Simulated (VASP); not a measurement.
# Rb3Mg (P4/mmm) in VASP: notebook

The runs below take Rb3Mg through single point, relaxation of cell and atoms, with PBE.

Everything below comes from runs of VASP 6.6.1. Logs are shortened: lines on timing, memory, paths and dates and some standing lists are left out, and cuts for length are marked.

## (1) The cell of the first run

It takes space group P4/mmm (No. 123, tetragonal). The conventional cell has a = 4.128 Å, b = 4.128 Å, c = 8.365 Å, α = 90.00°, β = 90.00°, γ = 90.00°. Rb (site symmetry 4mm) has 4 Mg at 3.58 Å and 10 Rb at 3.60 to 4.23 Å within 4.7 Å. Rb (site symmetry 4/mmm) has 12 Rb at 3.60 to 4.13 Å and 2 Mg at 4.18 Å within 4.7 Å. Within 4.7 Å of Mg (site symmetry 4/mmm) lie 10 Rb at 3.58 to 4.18 Å and 4 Mg at 4.13 Å.

## (2) Single point, PBE

Input file INCAR:

```
PREC = Accurate
ENCUT = 520
EDIFF = 1E-7
ISMEAR = 0
SIGMA = 0.1
LREAL = F
LASPH = T
NELM = 100
ALGO = Fast
ISIF = 2
LWAVE = F
LCHARG = F
GGA = PE
NBANDS = 22
```

Input file KPOINTS:

```
Automatic mesh
0
Gamma
  4 4 2
```

Input file POSCAR:

```
Rb3Mg
1.0
    4.1277408800      0.0000000000      0.0000000000
    0.0000000000      4.1277408800      0.0000000000
    0.0000000000      0.0000000000      8.3653103700
Rb Mg
3 1
Direct
    0.0000000000      0.0000000000      0.7474227500
    0.0000000000      0.0000000000      0.2525772500
    0.5000000000      0.5000000000      0.0000000000
    0.5000000000      0.5000000000      0.5000000000
```

Potentials or basis: VASP PAW PBE potentials, release 64 (Rb_sv, Mg).

On the command line:

```bash
$ cat potpaw_PBE.64/Rb_sv/POTCAR potpaw_PBE.64/Mg/POTCAR > POTCAR
$ mpirun -np 1 vasp_std > vasp.out
```

OUTCAR:

```text
PREC = Accurate
   ENCUT = 520
   EDIFF = 1E-7
   ISMEAR = 0
   LREAL = F
   LASPH = T
   NELM = 100
   ISIF = 2
   GGA = PE

 ion  position               nearest neighbor table
   1  0.000  0.000  0.747-   4 3.58   4 3.58   4 3.58   4 3.58   3 3.60   3 3.60   3 3.60   3 3.60
                             2 4.14   2 4.23
   2  0.000  0.000  0.253-   4 3.58   4 3.58   4 3.58   4 3.58   3 3.60   3 3.60   3 3.60   3 3.60
                             1 4.14   1 4.23
   3  0.500  0.500  0.000-   1 3.60   2 3.60   1 3.60   2 3.60   1 3.60   2 3.60   1 3.60   2 3.60
                             4 4.18   4 4.18
   4  0.500  0.500  0.500-   1 3.58   2 3.58   1 3.58   2 3.58   1 3.58   2 3.58   1 3.58   2 3.58
                             3 4.18   3 4.18

  LATTYP: Found a simple tetragonal cell.
 ALAT       =     4.1277408800
 C/A-ratio  =     2.0266074381

  Lattice vectors:

 A1 = (   4.1277408800,   0.0000000000,   0.0000000000)
 A2 = (   0.0000000000,   4.1277408800,   0.0000000000)
 A3 = (   0.0000000000,   0.0000000000,   8.3653103700)

Analysis of symmetry for initial positions (statically):
=====================================================================
 Subroutine PRICEL returns:
 Original cell was already a primitive cell.

 Routine SETGRP: Setting up the symmetry group for a
 simple tetragonal supercell.

 Subroutine GETGRP returns: Found 16 space group operations
 (whereof 16 operations were pure point group operations)
 out of a pool of 16 trial point group operations.

The static configuration has the point symmetry D_4h.

Analysis of symmetry for dynamics (positions and initial velocities):
=====================================================================
 Subroutine PRICEL returns:
 Original cell was already a primitive cell.

 Routine SETGRP: Setting up the symmetry group for a
 simple tetragonal supercell.

 Subroutine GETGRP returns: Found 16 space group operations
 (whereof 16 operations were pure point group operations)
 out of a pool of 16 trial point group operations.

The dynamic configuration has the point symmetry D_4h.

 Subroutine INISYM returns: Found 16 space group operations
 (whereof 16 operations are pure point group operations),
 and found     1 'primitive' translations

----------------------------------------------------------------------------------------

                                     Primitive cell

  volume of cell :     142.5302

  direct lattice vectors                    reciprocal lattice vectors
     4.127740880  0.000000000  0.000000000     0.242263269  0.000000000  0.000000000
     0.000000000  4.127740880  0.000000000     0.000000000  0.242263269  0.000000000
     0.000000000  0.000000000  8.365310370     0.000000000  0.000000000  0.119541291

  length of vectors
     4.127740880  4.127740880  8.365310370     0.242263269  0.242263269  0.119541291

  position of ions in fractional coordinates (direct lattice)
     0.000000000  0.000000000  0.747422750
     0.000000000  0.000000000  0.252577250
     0.500000000  0.500000000  0.000000000
     0.500000000  0.500000000  0.500000000

  ion indices of the primitive-cell ions
   primitive index   ion index
                 1           1
                 2           2
                 3           3
                 4           4

----------------------------------------------------------------------------------------

 KPOINTS: Automatic mesh

Automatic generation of k-mesh.
 Grid dimensions read from file:
 generate k-points for:    4    4    2

 Generating k-lattice:

  Cartesian coordinates                     Fractional coordinates (reciprocal lattice)
     0.060565817  0.000000000  0.000000000     0.250000000  0.000000000  0.000000000
     0.000000000  0.060565817  0.000000000     0.000000000  0.250000000  0.000000000
     0.000000000  0.000000000  0.059770645     0.000000000  0.000000000  0.500000000

  Length of vectors
     0.060565817  0.060565817  0.059770645

  Shift w.r.t. Gamma in fractional coordinates (k-lattice)
     0.000000000  0.000000000  0.000000000

 Subroutine IBZKPT returns following result:
 ===========================================

 Found     12 irreducible k-points:

 Following reciprocal coordinates:
            Coordinates               Weight
  0.000000  0.000000  0.000000      1.000000
  0.250000  0.000000  0.000000      4.000000
  0.500000  0.000000  0.000000      2.000000
  0.250000  0.250000  0.000000      4.000000
  0.500000  0.250000  0.000000      4.000000
  0.500000  0.500000  0.000000      1.000000
  0.000000  0.000000  0.500000      1.000000
  0.250000  0.000000  0.500000      4.000000
  0.500000  0.000000  0.500000      2.000000
  0.250000  0.250000  0.500000      4.000000
  0.500000  0.250000  0.500000      4.000000
  0.500000  0.500000  0.500000      1.000000
   k-points           NKPTS =     12   k-points in BZ     NKDIM =     12   number of bands    NBANDS=     22
   number of dos      NEDOS =    301   number of ions     NIONS =      4
   total plane-waves  NPLWV =  65536
   dimension x,y,z NGX =    32 NGY =   32 NGZ =   64
   dimension x,y,z NGXF=    64 NGYF=   64 NGZF=  128
   ions per type =               3   1
   NGX,Y,Z   is equivalent  to a cutoff of  12.89, 12.89, 12.72 a.u.
   NGXF,Y,Z  is equivalent  to a cutoff of  25.78, 25.78, 25.44 a.u.
 SYSTEM =  unknown system
   PREC   = accura    normal or accurate (medium, high low for compatibility)
   ISTART =      0    job   : 0-new  1-cont  2-samecut
   ICHARG =      2    charge: 1-file 2-atom 10-const
   ISPIN  =      1    spin polarized calculation?
   LNONCOLLINEAR =      F non collinear calculations
   LSORBIT =      F    spin-orbit coupling
   LASPH  =      T    aspherical Exc in radial PAW
   ENCUT  =  520.0 eV  38.22 Ry    6.18 a.u.   7.67  7.67 15.55*2*pi/ulx,y,z
   NELM   =    100;   NELMIN=  2; NELMDL= -5     # of ELM steps
   EDIFF  = 0.1E-06   stopping-criterion for ELM
   LREAL  =      F    real-space projection
   EDIFFG = 0.1E-05   stopping-criterion for IOM
   NSW    =      0    number of steps for IOM
   IBRION =     -1    ionic relax: 0-MD 1-quasi-New 2-CG
   NFREE  =      0    steps in history (QN), initial steepest desc. (CG)
   ISIF   =      2    stress and relaxation
   ISYM   =      2    0-nonsym 1-usesym 2-fastsym
   POTIM  = 0.5000    time-step for ionic-motion
   TEBEG  =    0.0;   TEEND  =   0.0 temperature during run
   PSTRESS=    0.0 pullay stress
   NELECT =      29.0000    total number of electrons
   NUPDOWN=      -1.0000    fix difference up-down
   EMIN   =  10.00;   EMAX   =-10.00  energy-range for DOS
   EFERMI =   0.00;   METHOD = LEGACY
   ISMEAR =     0;   SIGMA  =   0.10  broadening in eV -4-tet -1-fermi 0-gaus
   EFERMI_NEDOS =   21; number of points for ismear=-14 and -15
   IALGO  =     68    algorithm
   IMIX   =      4    mixing-type and parameters
     AMIX     =   0.40;   BMIX     =  1.00
     AMIX_MAG =   1.60;   BMIX_MAG =  1.00
  volume/ion in A,a.u.               =      35.63       240.46
  Fermi-wavevector in a.u.,A,eV,Ry     =   0.962879  1.819578 12.614459  0.927137
  Thomas-Fermi vector in A             =   2.092376
   LORBIT       =      0    0 simple, 1 ext, 2 COOP (PROOUT), +10 PAW based schemes
   GGA     = PE    functional components
   LHFCALC =     F    Hartree Fock is set to
   AEXX    =    0.0000 exact exchange contribution
   IVDW    =     0    specifies the selected vdW correction
   LEPSILON=     F    determine dielectric tensor
   LRPA    =     F    only Hartree local field effects (RPA)
 non-spin polarized calculation
 RMM-DIIS sequential band-by-band and
 Gauss-broadening in eV      SIGMA  =   0.10
  energy-cutoff  :      520.00
  volume of cell :      142.53
 maximum number of plane-waves:      3867
 NGX is ok and might be reduce to    32
   NGX = 15   NGY = 15   NGZ = 31

 number of electron      28.9999999 magnetization

 Free energy of the ion-electron system (eV)
  ---------------------------------------------------
  ext. energy  EPLUGINS =         0.00000000
  ---------------------------------------------------
  free energy    TOTEN  =        -1.49360193 eV

  energy without entropy =       -1.47287553  energy(sigma->0) =       -1.48323873

 E-fermi :   2.7463     XC(G=0):  -8.0545

 val. band max:        2.7218462298   @ k =   0.5000   0.5000   0.0000
 cond. band min:       2.7592214527   @ k =   0.5000   0.5000   0.5000
 fundamental gap:      0.0373752228
 Fermi energy:         2.7462638975

 k-point     1 :       0.0000    0.0000    0.0000
  band No.  band energies     occupation
      1     -26.5085      2.00000
      2     -25.8880      2.00000
      3     -25.8782      2.00000
      4     -10.7897      2.00000
      5     -10.6613      2.00000
      6     -10.6613      2.00000
[... 14 lines left out ...]
     21       6.0341      0.00000
     22       7.0491      0.00000

 k-point     2 :       0.2500    0.0000    0.0000
  band No.  band energies     occupation
      1     -26.4859      2.00000
      2     -25.8813      2.00000
      3     -25.8774      2.00000
      4     -10.9547      2.00000
      5     -10.8649      2.00000
      6     -10.5837      2.00000
[... 14 lines left out ...]
     21       6.3477      0.00000
     22       7.0385      0.00000

 k-point     3 :       0.5000    0.0000    0.0000
  band No.  band energies     occupation
      1     -26.4626      2.00000
      2     -25.8851      2.00000
      3     -25.8667      2.00000
      4     -11.1511      2.00000
      5     -10.9721      2.00000
      6     -10.4899      2.00000
[... 14 lines left out ...]
     21       5.5965      0.00000
     22       5.7523      0.00000
[... 176 lines left out ...]
 k-point    11 :       0.5000    0.2500    0.5000
  band No.  band energies     occupation
      1     -26.4520      2.00000
      2     -25.8656      2.00000
      3     -25.8656      2.00000
      4     -11.1022      2.00000
      5     -10.8752      2.00000
      6     -10.8366      2.00000
[... 14 lines left out ...]
     21       5.3295      0.00000
     22       5.9676      0.00000

 k-point    12 :       0.5000    0.5000    0.5000
  band No.  band energies     occupation
      1     -26.4414      2.00000
      2     -25.8554      2.00000
      3     -25.8552      2.00000
      4     -11.1117      2.00000
      5     -11.1117      2.00000
      6     -10.5931      2.00000
[... 14 lines left out ...]
     21       5.2263      0.00000
     22       5.2263      0.00000

------------------------ aborting loop because EDIFF is reached ----------------------------------------

  FORCE on cell =-STRESS in cart. coord.  units (eV):
  Direction    XX          YY          ZZ          XY          YZ          ZX
  --------------------------------------------------------------------------------------
  -------------------------------------------------------------------------------------
  Total        7.5068168      7.5068168      7.2003020      0.0000000      0.0000000      0.0000000
  in kB       84.3838792     84.3838792     80.9383566      0.0000000      0.0000000      0.0000000
  external PRESSURE =      83.2353717 kB  Pullay stress =       0.0000000 kB

 VOLUME and BASIS-vectors are now :
 -----------------------------------------------------------------------------
  energy-cutoff  :      520.00
  volume of cell :      142.53
      direct lattice vectors                 reciprocal lattice vectors
     4.127740880  0.000000000  0.000000000     0.242263269  0.000000000  0.000000000
     0.000000000  4.127740880  0.000000000     0.000000000  0.242263269  0.000000000
     0.000000000  0.000000000  8.365310370     0.000000000  0.000000000  0.119541291

 POSITION                                       TOTAL-FORCE (eV/Angst)
 -----------------------------------------------------------------------------------
      0.00000      0.00000      6.25242        -0.000000     -0.000000     -0.664594
      0.00000      0.00000      2.11289         0.000000      0.000000      0.664594
      2.06387      2.06387      0.00000         0.000000      0.000000      0.000000
      2.06387      2.06387      4.18266         0.000000      0.000000      0.000000
 -----------------------------------------------------------------------------------
    total drift:                                0.000000     -0.000000     -0.000000

  FREE ENERGIE OF THE ION-ELECTRON SYSTEM (eV)
  ---------------------------------------------------
  free  energy   TOTEN  =        -1.4936019330 eV

  energy  without entropy=       -1.4728755266  energy(sigma->0) =       -1.48323873
```

Run time: 74 s. Hardware: 1 thread of AMD EPYC 7R43 (Zen 3), shared host; peak memory 0.2 GiB.

What came out:

| Quantity | Value |
| --- | --- |
| Free energy | -1.4936 eV |
| Pressure | 8.3 GPa |
| Largest force | 0.665 eV/Å |

Forces in eV/Å, atoms in the order of the input:
```
Rb   0.000  0.000 -0.665
Rb   0.000  0.000  0.665
Rb   0.000  0.000  0.000
Mg   0.000  0.000  0.000
```

Caveat: the k points lie up to 0.38 Å⁻¹ apart.

## (3) Single point, PBE

This run uses another cell than the first one, of 70.14 Å³/atom, 1.969 times its volume.

Input file INCAR:

```
PREC = Accurate
ENCUT = 520
EDIFF = 1E-6
ISMEAR = 0
SIGMA = 0.1
LREAL = False
LASPH = True
NELM = 60
ALGO = Fast
ISIF = 2
LWAVE = False
LCHARG = True
GGA = PE
LELF = True
LVHAR = True
NBANDS = 22
```

KPOINTS is that of step 2.

Input file POSCAR:

```
Rb3Mg
1.0
    4.9115681969      0.0000000000      0.0000000000
    0.0000000000      4.9115681969      0.0000000000
    0.0000000000      0.0000000000     11.6306383416
Rb Mg
3 1
Direct
    0.0000000000      0.0000000000      0.6915287193
    0.0000000000      0.0000000000      0.3084712807
    0.5000000000      0.5000000000      0.0000000000
    0.5000000000      0.5000000000      0.5000000000
```

Potentials or basis: VASP PAW PBE potentials, release 64 (Rb_sv, Mg).

On the command line:

```bash
$ cat potpaw_PBE.64/Rb_sv/POTCAR potpaw_PBE.64/Mg/POTCAR > POTCAR
$ mpirun -np 1 vasp_std > vasp.out
```

It took 2.8 min on 1 thread of AMD EPYC 7R43 (Zen 3), shared host; peak memory 0.34 GiB.

It converged, with:

| Quantity | Value |
| --- | --- |
| Free energy | -3.7354 eV |
| Pressure | -0.1 GPa |
| Largest force | 0.005 eV/Å |

Forces in eV/Å, atoms in the order of the input:
```
Rb   0.000  0.000  0.005
Rb   0.000  0.000 -0.005
Rb   0.000  0.000  0.000
Mg   0.000  0.000  0.000
```

Stress tensor (GPa, compression positive):
```
-0.19  0.00  0.00
 0.00 -0.19  0.00
 0.00  0.00 -0.03
```

Levels at points of the mesh, in eV from the Fermi level:
```
           k point  band 12  band 13  band 14  band 15  band 16  band 17
(0.00, 0.00, 0.00)   -12.72    -3.36    -1.43    -1.16     1.30     1.70
(0.50, 0.00, 0.00)   -12.71    -2.36    -1.00    -0.09     0.37     0.50
(0.50, 0.50, 0.00)   -12.73    -1.74     0.01     0.01     0.52     0.63
(0.00, 0.00, 0.50)   -12.72    -3.33    -1.86    -0.25     0.24     2.03
(0.50, 0.00, 0.50)   -12.71    -2.36    -0.96    -0.28     0.03     1.04
(0.50, 0.50, 0.50)   -12.73    -1.73     0.01     0.01     0.34     0.79
```

(Continued in part 2 of 2.)
